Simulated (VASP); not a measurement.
# SrCl2 (Immm) in VASP: a series of runs

Runs on SrCl2. Level: PBE. Tasks: single point.

Everything below comes from runs of VASP 6.6.1. Logs are shortened: lines on timing, memory, paths and dates and some standing lists are left out, and cuts for length are marked.

## 1. The cell of the first run

Symmetry: Immm, No. 71, orthorhombic system. The conventional cell has a = 4.837 Å, b = 5.022 Å, c = 6.971 Å, α = 90.00°, β = 90.00°, γ = 90.00°. Within 3.9 Å of Sr (site symmetry mmm) lie 8 Cl at 2.98 to 3.06 Å. Cl (site symmetry mm2) has 4 Sr at 2.98 to 3.06 Å and 6 Cl at 3.49 Å within 3.9 Å.

## 2. Single point, PBE (strain +0.0375 x Voigt [0, 0, 0, 0, 1, 0])

File INCAR:

```
PREC = Accurate
ENCUT = 520
EDIFF = 1E-6
ISMEAR = 0
SIGMA = 0.05
LREAL = False
LASPH = True
NELM = 100
ALGO = Normal
ISIF = 2
LWAVE = False
LCHARG = False
GGA = PE
NBANDS = 19
```

File KPOINTS:

```
regular mesh
0
Gamma
  6 6 6
```

File POSCAR:

```
SrCl2
1.0
    0.0653531250      3.4855000000      3.4855000000
    3.5508531250      0.0000000000      3.5508531250
    3.4855000000      3.4855000000      0.0653531250
Sr Cl
1 2
Direct
    0.0000000000      0.0000000000      0.0000000000
    0.2500000000      0.2500000000      0.2500000000
    0.7500000000      0.7500000000      0.7500000000
```

Potentials or basis: VASP PAW PBE potentials, release 64 (Sr_sv, Cl).

Run with:

```
cat potpaw_PBE.64/Sr_sv/POTCAR potpaw_PBE.64/Cl/POTCAR > POTCAR
mpirun -np 1 vasp_std > vasp.out
```

OUTCAR:

```text
PREC = Accurate
   ENCUT = 520
   EDIFF = 1E-6
   ISMEAR = 0
   LREAL = False
   LASPH = True
   NELM = 100
   ISIF = 2
   GGA = PE

 ion  position               nearest neighbor table
   1  0.000  0.000  0.000-   3 2.98   3 2.98   2 2.98   2 2.98   2 3.06   3 3.06   2 3.06   3 3.06

   2  0.250  0.250  0.250-   1 2.98   1 2.98   1 3.06   1 3.06
   3  0.750  0.750  0.750-   1 2.98   1 2.98   1 3.06   1 3.06

  LATTYP: Found a body centered orthorhombic cell.
 ALAT       =     4.8368180959
 B/A-ratio  =     1.0382165605
 C/A-ratio  =     1.4412367515

  Lattice vectors:

 A1 = (   0.0653531250,  -3.4855000000,   3.4855000000)
 A2 = (  -0.0653531250,  -3.4855000000,  -3.4855000000)
 A3 = (   3.4855000000,   3.4855000000,   0.0653531250)

Analysis of symmetry for initial positions (statically):
=====================================================================
 Subroutine PRICEL returns:
 Original cell was already a primitive cell.

 Routine SETGRP: Setting up the symmetry group for a
 body centered orthorhombic supercell.

 Subroutine GETGRP returns: Found  8 space group operations
 (whereof  8 operations were pure point group operations)
 out of a pool of  8 trial point group operations.

The static configuration has the point symmetry D_2h.

Analysis of symmetry for dynamics (positions and initial velocities):
=====================================================================
 Subroutine PRICEL returns:
 Original cell was already a primitive cell.

 Routine SETGRP: Setting up the symmetry group for a
 body centered orthorhombic supercell.

 Subroutine GETGRP returns: Found  8 space group operations
 (whereof  8 operations were pure point group operations)
 out of a pool of  8 trial point group operations.

The dynamic configuration has the point symmetry D_2h.

 Subroutine INISYM returns: Found  8 space group operations
 (whereof  8 operations are pure point group operations),
 and found     1 'primitive' translations

----------------------------------------------------------------------------------------

                                     Primitive cell

  volume of cell :      84.6589

  direct lattice vectors                    reciprocal lattice vectors
     0.065353125  3.485500000  3.485500000    -0.146192552  0.143451442  0.146192552
     3.550853125  0.000000000  3.550853125     0.140811231 -0.143451442  0.140811231
     3.485500000  3.485500000  0.065353125     0.146192552  0.143451442 -0.146192552

  length of vectors
     4.929674587  5.021664647  4.929674587     0.251640300  0.245426001  0.251640300

  position of ions in fractional coordinates (direct lattice)
     0.000000000  0.000000000  0.000000000
     0.250000000  0.250000000  0.250000000
     0.750000000  0.750000000  0.750000000

  ion indices of the primitive-cell ions
   primitive index   ion index
                 1           1
                 2           2
                 3           3

----------------------------------------------------------------------------------------

 KPOINTS: regular mesh

Automatic generation of k-mesh.
 Grid dimensions read from file:
 generate k-points for:    6    6    6

 Generating k-lattice:

  Cartesian coordinates                     Fractional coordinates (reciprocal lattice)
    -0.024365425  0.023908574  0.024365425     0.166666667  0.000000000  0.000000000
     0.023468539 -0.023908574  0.023468539     0.000000000  0.166666667 -0.000000000
     0.024365425  0.023908574 -0.024365425     0.000000000  0.000000000  0.166666667

  Length of vectors
     0.041940050  0.040904333  0.041940050

  Shift w.r.t. Gamma in fractional coordinates (k-lattice)
     0.000000000  0.000000000  0.000000000

 Subroutine IBZKPT returns following result:
 ===========================================

 Found     46 irreducible k-points:

 Following reciprocal coordinates:
            Coordinates               Weight
  0.000000  0.000000  0.000000      1.000000
  0.166667  0.000000  0.000000      4.000000
  0.333333  0.000000 -0.000000      4.000000
  0.500000  0.000000 -0.000000      2.000000
  0.000000  0.166667  0.000000      4.000000
  0.166667  0.166667  0.000000      4.000000
[... 16 lines left out ...]
  0.500000  0.000000  0.166667      4.000000
 -0.333333  0.000000  0.166667      4.000000
 [... further k-points ...]
   k-points           NKPTS =     46   k-points in BZ     NKDIM =     46   number of bands    NBANDS=     19
   number of dos      NEDOS =    301   number of ions     NIONS =      3
   total plane-waves  NPLWV =  64000
   dimension x,y,z NGX =    40 NGY =   40 NGZ =   40
   dimension x,y,z NGXF=    80 NGYF=   80 NGZF=   80
   ions per type =               1   2
   NGX,Y,Z   is equivalent  to a cutoff of  13.49, 13.24, 13.49 a.u.
   NGXF,Y,Z  is equivalent  to a cutoff of  26.98, 26.48, 26.98 a.u.
 SYSTEM =  unknown system
   PREC   = accura    normal or accurate (medium, high low for compatibility)
   ISTART =      0    job   : 0-new  1-cont  2-samecut
   ICHARG =      2    charge: 1-file 2-atom 10-const
   ISPIN  =      1    spin polarized calculation?
   LNONCOLLINEAR =      F non collinear calculations
   LSORBIT =      F    spin-orbit coupling
   LASPH  =      T    aspherical Exc in radial PAW
   ENCUT  =  520.0 eV  38.22 Ry    6.18 a.u.   9.17  9.34  9.17*2*pi/ulx,y,z
   NELM   =    100;   NELMIN=  2; NELMDL= -5     # of ELM steps
   EDIFF  = 0.1E-05   stopping-criterion for ELM
   LREAL  =      F    real-space projection
   EDIFFG = 0.1E-04   stopping-criterion for IOM
   NSW    =      0    number of steps for IOM
   IBRION =     -1    ionic relax: 0-MD 1-quasi-New 2-CG
   NFREE  =      0    steps in history (QN), initial steepest desc. (CG)
   ISIF   =      2    stress and relaxation
   ISYM   =      2    0-nonsym 1-usesym 2-fastsym
   POTIM  = 0.5000    time-step for ionic-motion
   TEBEG  =    0.0;   TEEND  =   0.0 temperature during run
   PSTRESS=    0.0 pullay stress
   NELECT =      24.0000    total number of electrons
   NUPDOWN=      -1.0000    fix difference up-down
   EMIN   =  10.00;   EMAX   =-10.00  energy-range for DOS
   EFERMI =   0.00;   METHOD = LEGACY
   ISMEAR =     0;   SIGMA  =   0.05  broadening in eV -4-tet -1-fermi 0-gaus
   EFERMI_NEDOS =   21; number of points for ismear=-14 and -15
   IALGO  =     38    algorithm
   IMIX   =      4    mixing-type and parameters
     AMIX     =   0.40;   BMIX     =  1.00
     AMIX_MAG =   1.60;   BMIX_MAG =  1.00
  volume/ion in A,a.u.               =      28.22       190.44
  Fermi-wavevector in a.u.,A,eV,Ry     =   1.075444  2.032294 15.736218  1.156579
  Thomas-Fermi vector in A             =   2.211300
   LORBIT       =      0    0 simple, 1 ext, 2 COOP (PROOUT), +10 PAW based schemes
   GGA     = PE    functional components
   LHFCALC =     F    Hartree Fock is set to
   AEXX    =    0.0000 exact exchange contribution
   IVDW    =     0    specifies the selected vdW correction
   LEPSILON=     F    determine dielectric tensor
   LRPA    =     F    only Hartree local field effects (RPA)
 non-spin polarized calculation
 Gauss-broadening in eV      SIGMA  =   0.05
  energy-cutoff  :      520.00
  volume of cell :       84.66
 maximum number of plane-waves:      2310
 NGX is ok and might be reduce to    40
   NGX = 19   NGY = 19   NGZ = 19

 number of electron      24.0000001 magnetization

 Free energy of the ion-electron system (eV)
  ---------------------------------------------------
  ext. energy  EPLUGINS =         0.00000000
  ---------------------------------------------------
  free energy    TOTEN  =       -12.77490552 eV

  energy without entropy =      -12.77490552  energy(sigma->0) =      -12.77490552

 E-fermi :   0.3950     XC(G=0):  -8.2947

 val. band max:        0.1679053423   @ k =   0.5000   0.0000   0.5000
 cond. band min:       5.5172766925   @ k =   0.0000   0.0000   0.0000
 fundamental gap:      5.3493713502
 Fermi energy:         0.3950116469

 k-point     1 :       0.0000    0.0000    0.0000
  band No.  band energies     occupation
      1     -32.7036      2.00000
      2     -14.7007      2.00000
      3     -14.6998      2.00000
      4     -14.6953      2.00000
      5     -13.1442      2.00000
      6     -12.2857      2.00000
[... 11 lines left out ...]
     18       9.4232      0.00000
     19       9.4514      0.00000

 k-point     2 :       0.1667    0.0000    0.0000
  band No.  band energies     occupation
      1     -32.7027      2.00000
      2     -14.7925      2.00000
      3     -14.7033      2.00000
      4     -14.7029      2.00000
      5     -12.9797      2.00000
      6     -12.3494      2.00000
[... 11 lines left out ...]
     18       8.9841      0.00000
     19       9.8775      0.00000

 k-point     3 :       0.3333    0.0000   -0.0000
  band No.  band energies     occupation
      1     -32.7009      2.00000
      2     -14.9407      2.00000
      3     -14.7103      2.00000
      4     -14.7101      2.00000
      5     -12.7585      2.00000
      6     -12.4008      2.00000
[... 11 lines left out ...]
     18       8.8164      0.00000
     19       9.3412      0.00000

 k-point     4 :       0.5000    0.0000   -0.0000
  band No.  band energies     occupation
      1     -32.7000      2.00000
      2     -15.0010      2.00000
      3     -14.7137      2.00000
      4     -14.7136      2.00000
      5     -12.7426      2.00000
      6     -12.3402      2.00000
[... 11 lines left out ...]
     18       8.8100      0.00000
     19       9.1127      0.00000

 k-point     5 :       0.0000    0.1667    0.0000
  band No.  band energies     occupation
      1     -32.7029      2.00000
      2     -14.7853      2.00000
      3     -14.7028      2.00000
      4     -14.6987      2.00000
      5     -13.0024      2.00000
      6     -12.3375      2.00000
[... 11 lines left out ...]
     18       9.0167      0.00000
     19       9.9623      0.00000

 k-point     6 :       0.1667    0.1667    0.0000
  band No.  band energies     occupation
      1     -32.7025      2.00000
      2     -14.8098      2.00000
      3     -14.7083      2.00000
      4     -14.7062      2.00000
      5     -12.9348      2.00000
      6     -12.3672      2.00000
[... 11 lines left out ...]
     18       8.9931      0.00000
     19       9.1383      0.00000

 k-point     7 :       0.3333    0.1667    0.0000
  band No.  band energies     occupation
      1     -32.7010      2.00000
      2     -14.9269      2.00000
      3     -14.7232      2.00000
      4     -14.7146      2.00000
      5     -12.7031      2.00000
      6     -12.4504      2.00000
[... 11 lines left out ...]
     18       8.7088      0.00000
     19       9.5837      0.00000

 k-point     8 :       0.5000    0.1667    0.0000
  band No.  band energies     occupation
      1     -32.6998      2.00000
      2     -14.9811      2.00000
      3     -14.7617      2.00000
      4     -14.7179      2.00000
      5     -12.6594      2.00000
      6     -12.3836      2.00000
[... 256 lines left out ...]
 k-point    20 :       0.5000    0.5000    0.0000
  band No.  band energies     occupation
      1     -32.6992      2.00000
      2     -15.0535      2.00000
      3     -14.7309      2.00000
      4     -14.7308      2.00000
      5     -12.5951      2.00000
      6     -12.3723      2.00000
[... 11 lines left out ...]
     18       8.8399      0.00000
     19      10.1474      0.00000

 k-point    21 :       0.1667    0.0000    0.1667
  band No.  band energies     occupation
      1     -32.7026      2.00000
      2     -14.8115      2.00000
      3     -14.7085      2.00000
      4     -14.7033      2.00000
      5     -12.9364      2.00000
      6     -12.3664      2.00000
[... 11 lines left out ...]
     18       8.9557      0.00000
     19       9.1479      0.00000

 k-point    22 :       0.3333    0.0000    0.1667
  band No.  band energies     occupation
      1     -32.7011      2.00000
      2     -14.9106      2.00000
      3     -14.7344      2.00000
      4     -14.7163      2.00000
      5     -12.7111      2.00000
      6     -12.4450      2.00000
[... 11 lines left out ...]
     18       8.6498      0.00000
     19       9.7007      0.00000

 k-point    23 :       0.5000    0.0000    0.1667
  band No.  band energies     occupation
      1     -32.6999      2.00000
      2     -14.9667      2.00000
      3     -14.7774      2.00000
      4     -14.7189      2.00000
      5     -12.6468      2.00000
      6     -12.3936      2.00000
[... 11 lines left out ...]
     18       9.0332      0.00000
     19       9.4790      0.00000

 k-point    24 :      -0.3333    0.0000    0.1667
  band No.  band energies     occupation
      1     -32.7000      2.00000
      2     -14.9607      2.00000
      3     -14.7698      2.00000
      4     -14.7138      2.00000
      5     -12.6392      2.00000
      6     -12.4251      2.00000
[... 11 lines left out ...]
     18       8.9491      0.00000
     19       9.4682      0.00000

 [... further k-points ...]
[... 5 lines left out ...]
  --------------------------------------------------------------------------------------
  -------------------------------------------------------------------------------------
  Total        0.6502441      0.6571252      0.6502441      0.0000000      0.0000000     -0.3033900
  in kB       12.3059305     12.4361567     12.3059305      0.0000000      0.0000000     -5.7416846
  external PRESSURE =      12.3493392 kB  Pullay stress =       0.0000000 kB

 VOLUME and BASIS-vectors are now :
 -----------------------------------------------------------------------------
  energy-cutoff  :      520.00
  volume of cell :       84.66
      direct lattice vectors                 reciprocal lattice vectors
     0.065353125  3.485500000  3.485500000    -0.146192552  0.143451442  0.146192552
     3.550853125  0.000000000  3.550853125     0.140811231 -0.143451442  0.140811231
     3.485500000  3.485500000  0.065353125     0.146192552  0.143451442 -0.146192552

 POSITION                                       TOTAL-FORCE (eV/Angst)
 -----------------------------------------------------------------------------------
      0.00000      0.00000      0.00000         0.000000      0.000000     -0.000000
      1.77543      1.74275      1.77543         0.000000     -0.096592      0.000000
      5.32628      5.22825      5.32628        -0.000000      0.096592     -0.000000
 -----------------------------------------------------------------------------------
    total drift:                               -0.000000     -0.000000      0.000000

  FREE ENERGIE OF THE ION-ELECTRON SYSTEM (eV)
  ---------------------------------------------------
  free  energy   TOTEN  =       -12.7749055239 eV

  energy  without entropy=      -12.7749055239  energy(sigma->0) =      -12.77490552
```

Run time: 2.8 min. Hardware: 1 thread of AMD EPYC 7R13, shared host; peak memory 0.24 GiB.

What came out:

```
Free energy            : -12.7749 eV
Pressure               : 1.2 GPa
Largest force          : 0.097 eV/Å
Band gap on the k mesh : 5.35 eV, indirect (least direct gap 5.51 eV)
```

Forces in eV/Å, atoms in the order of the input:
```
Sr   0.000  0.000  0.000
Cl   0.000 -0.097  0.000
Cl   0.000  0.097  0.000
```

Caveat: the cell differs from its parent crystal (strain +0.0375 x Voigt [0, 0, 0, 0, 1, 0]). A k mesh can miss the band edges.

(Part 1 of 2 ends here.)
